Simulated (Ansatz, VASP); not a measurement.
InGa3As4 in VASP and in Ansatz

```
In Ga As
1.0
     5.85778    0.00000    0.00000
     0.00000    5.85778    0.00000
     0.00000    0.00000    5.85778
In Ga As
1 3 4
Cartesian
  2.9289 2.9289 2.9289
  2.9289 0.0000 0.0000
  0.0000 0.0000 2.9289
  0.0000 2.9289 0.0000
  1.4096 4.4482 1.4096
  1.4096 1.4096 4.4482
  4.4482 4.4482 4.4482
  4.4482 1.4096 1.4096
```

Alike in both runs: functional PBE; k mesh 6 × 6 × 6; occupations gaussian, width 0.1 eV; no spin polarisation.

Ansatz relaxed the structure, and its values are those at the end. VASP's run is a single point on that final structure, the one shown.

|  | VASP | Ansatz |
| --- | --- | --- |
| version | VASP 6.6.1 | Ansatz 0.2.0 |
| potentials or method | VASP PAW PBE potentials, release 64 (In_d, Ga_d, As), cutoff 520 eV | scalar-relativistic, plane waves, PAW |
| valence electrons in the cell | 72 | 112 |

Ansatz gave:

| Property | Result |
| --- | --- |
| gap on the k mesh at the Fermi level (eV) | none |
| pressure (GPa) | 0.0 |
| rms of the force components (eV/Å) | 0.004 |

Task: What did VASP give for the same quantities?

Result: gap on the k mesh at the Fermi level (eV): none; pressure (GPa): 0.2; rms of the force components (eV/Å): 0.006.

A gap of «none» marks a metal or a gap that the smearing closes. VASP's potentials hold 72 valence electrons a cell and Ansatz's 112, so a difference there can come from the potentials and not from the codes.
